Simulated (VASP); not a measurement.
CdS (kl), 2 atoms in the cell. The structure is cubic, space group F-43m (No. 216). The conventional cell has a = 5.757 Å, b = 5.757 Å, c = 5.757 Å, α = 90.00°, β = 90.00°, γ = 90.00°. Within 3.3 Å of Cd (site symmetry -43m) lie 4 S at 2.49 Å. S (site symmetry -43m) has 4 Cd at 2.49 Å within 3.3 Å. 

* Program: VASP 6.6.1
* Task: single point
* Functional: LDA
* Potentials or basis: VASP PAW LDA potentials, release 64 (Cd, S)
* Cutoff: 500 eV
* k mesh: 8 × 8 × 8
* Occupations: gaussian, width 0.02 eV
* Spin: no spin polarisation
* Dipole correction: no
* Further INCAR settings: ALGO = Normal; EDIFF = 1e-06; NBANDS = 16

Potentials or basis: VASP PAW LDA potentials, release 64 (Cd, S).

Launch:

```sh
$ cat potpaw_LDA.64/Cd/POTCAR potpaw_LDA.64/S/POTCAR > POTCAR
$ mpirun -np 1 vasp_std > vasp.out
```

Hardware: 1 thread of Intel(R) Xeon(R) 6975P-C (Granite Rapids), with other jobs on the host.

Problem. Estimate the wall time of this run.

Solution. Wall time 9.8 s on 1 thread of Intel(R) Xeon(R) 6975P-C (Granite Rapids), with other jobs on the host, peak memory 0.15 GiB. Counts: scf iterations 13, k points 29.
